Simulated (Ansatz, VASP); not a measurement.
# Li2ZnGeSe4: VASP beside Ansatz

```
CELL_PARAMETERS angstrom
-2.78059 2.78059 5.95059
2.78059 -2.78059 5.95059
2.78059 2.78059 -5.95059
ATOMIC_POSITIONS crystal
Li 0.75000 0.25000 0.50000
Li 0.25000 0.75000 0.50000
Zn 0.00000 0.00000 0.00000
Ge 0.50000 0.50000 0.00000
Se 0.86117 0.86117 0.48326
Se 0.13883 0.62209 0.00000
Se 0.62209 0.13883 0.00000
Se 0.37791 0.37791 0.51674
```

Alike in both runs: task single point; functional PBE; k mesh 6 × 6 × 6; no spin polarisation.

|  | VASP | Ansatz |
| --- | --- | --- |
| version | VASP 6.6.1 | Ansatz 0.2.0 |
| potentials or method | VASP PAW PBE potentials, release 64 (Li_sv, Zn, Ge_d, Se) | plane waves, PAW |
| plane-wave cutoff (eV) | 520 | 420 |
| occupations | gaussian, width 0.01 eV | fixed |
| valence electrons in the cell | 56 | 96 |

|  | VASP | Ansatz | Ansatz less VASP |
| --- | --- | --- | --- |
| gap on the k mesh at the Fermi level (eV) | 1.30 | 1.30 | +0.001 |
| rms of the force components (eV/Å) | 0.109 | 0.105 | -0.0043 |

Atom by atom the forces differ by 0.006 eV/Å (rms over components). VASP's potentials hold 56 valence electrons a cell and Ansatz's 96, so a difference there can come from the potentials and not from the codes.

Noted on VASP's run: the cutoff is short for stress, so the pressure is rough.
